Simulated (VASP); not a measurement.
Set up this calculation in VASP 6.6.1, as the native input.

```yaml
Task: single point
Functional: r2SCAN
Potentials_or_basis: VASP PAW PBE potentials, release 64 (Pb_d)
Cutoff: 520 eV
k_mesh: 6 × 6 × 4
Occupations: gaussian, width 0.1 eV
Spin: no spin polarisation
Dipole_correction: no
Further_INCAR_settings: ALGO = Normal; EDIFF = 1e-06; NBANDS = 28
```

The system is Pb.

```xyz
3
Lattice="4.5902 0.0000 0.0000 -2.2951 3.9753 0.0000 0.0000 0.0000 5.2078" Properties=species:S:1:pos:R:3 pbc="T T T"
Pb    1.0346    0.0000    1.7359
Pb   -0.5173    0.8960    3.4719
Pb    1.7778    3.0792    0.0000
```

The input as run:

POSCAR

```
Pb
1.0
    4.5902493180      0.0000000000      0.0000000000
   -2.2951246590      3.9752725191      0.0000000000
    0.0000000000      0.0000000000      5.2077915092
Pb
3
Direct
    0.2254000000      0.0000000000      0.3333333333
    0.0000000000      0.2254000000      0.6666666667
    0.7746000000      0.7746000000      0.0000000000
```

INCAR.step1

```
SYSTEM = Pb
ALGO = Normal
EDIFF = 1E-4
ENCUT = 520
GGA = PE
ISMEAR = 0
LASPH = .True.
LCHARG = .False.
LREAL = .False.
LWAVE = .True.
NBANDS = 28
NELM = 100
PREC = Accurate
SIGMA = 0.1
```

INCAR.step2

```
SYSTEM = Pb
ALGO = Normal
EDIFF = 1E-6
ENCUT = 520
ISIF = 2
ISMEAR = 0
ISTART = 1
LASPH = .True.
LCHARG = .False.
LMIXTAU = .True.
LREAL = .False.
LWAVE = .False.
METAGGA = R2SCAN
NBANDS = 28
NELM = 100
PREC = Accurate
SIGMA = 0.1
```

KPOINTS

```
k-points
0
Gamma
  6 6 4
  0 0 0
```

Potentials or basis: VASP PAW PBE potentials, release 64 (Pb_d).

Launch:

```bash
$ cat potpaw_PBE.64/Pb_d/POTCAR > POTCAR
$ cp INCAR.step1 INCAR
$ mpirun -np 1 vasp_std > vasp.out
$ cp INCAR.step2 INCAR
$ mpirun -np 1 vasp_std > vasp.out
```

Results of the run:

The pressure is 21.1 GPa. The largest force is 6.944 eV/Å. The band gap on the k mesh is zero (bands 21 and 22 overlap by 0.45 eV).

Caveat: the cell stands under pressure; the PAW data sets were made with another functional, which shifts forces and pressure a little; spin-orbit coupling is left out, which moves the levels of the heavy elements.

Run time: 4 min on 1 thread of Intel(R) Xeon(R) Platinum 8259CL CPU @ 2.50GHz (Skylake/Cascade Lake), on a shared host, peak memory 0.25 GiB.
